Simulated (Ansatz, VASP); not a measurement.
## SiC2: VASP beside Ansatz

```
C Si
1.0
     2.92327    0.00000    0.00000
    -1.46164    2.53163    0.00000
     0.00000    0.00000    7.41362
C Si
4 2
Cartesian
  1.4616 0.8439 3.9792
  0.0000 1.6878 1.8946
  0.0000 1.6878 3.4344
  1.4616 0.8439 5.5190
  0.0000 0.0000 6.2194
  0.0000 0.0000 1.1943
```

Alike in both runs: task single point; functional r2SCAN; k mesh 12 × 12 × 4; no spin polarisation.

|  | VASP | Ansatz |
| --- | --- | --- |
| version | VASP 6.6.1 | Ansatz 0.2.0 |
| potentials or method | VASP PAW PBE potentials, release 64 (C, Si) | plane waves, PAW |
| plane-wave cutoff (eV) | 520 | 500 |
| occupations | gaussian, width 0.01 eV | fixed |
| valence electrons in the cell | 24 | 24 |

|  | VASP | Ansatz | Ansatz less VASP |
| --- | --- | --- | --- |
| gap on the k mesh at the Fermi level (eV) | 0.50 | 0.49 | -0.004 |
| pressure (GPa) | 0.0 | 0.0 | +0.01 |
| rms of the force components (eV/Å) | 0.028 | 0.002 | -0.0261 |

VASP's potentials were made for PBE, not for r2SCAN.
